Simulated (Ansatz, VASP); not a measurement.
## One calculation of Cu, two programs

```
Cu
1.0
     0.00000    1.86160    1.72329
     1.86160    0.00000    1.72329
     1.86160    1.86160    0.00000
Cu
1
Direct
  0.00000 0.00000 0.00000
```

Alike in both runs: task single point; functional PBE; k mesh 24 × 24 × 24; occupations gaussian, width 0.15 eV; no spin polarisation.

```csv
,VASP,Ansatz
version,VASP 6.6.1,Ansatz 0.2.0
potentials or method,"VASP PAW PBE potentials, release 64 (Cu), cutoff 520 eV","scalar-relativistic, plane waves, PAW"
valence electrons in the cell,11,19
```

|  | VASP | Ansatz | Ansatz less VASP |
| --- | --- | --- | --- |
| gap on the k mesh at the Fermi level (eV) | none | none | - |
| pressure (GPa) | 0.8 | 0.2 | -0.64 |
| traceless stress, the component that is largest in VASP (GPa) | 2.06 | 2.07 | +0.009 |

A gap of «none» marks a metal or a gap that the smearing closes. With one functional, cell and mesh, what is left measures potentials, basis and numerics. VASP's potentials hold 11 valence electrons a cell and Ansatz's 19, so a difference there can come from the potentials and not from the codes.
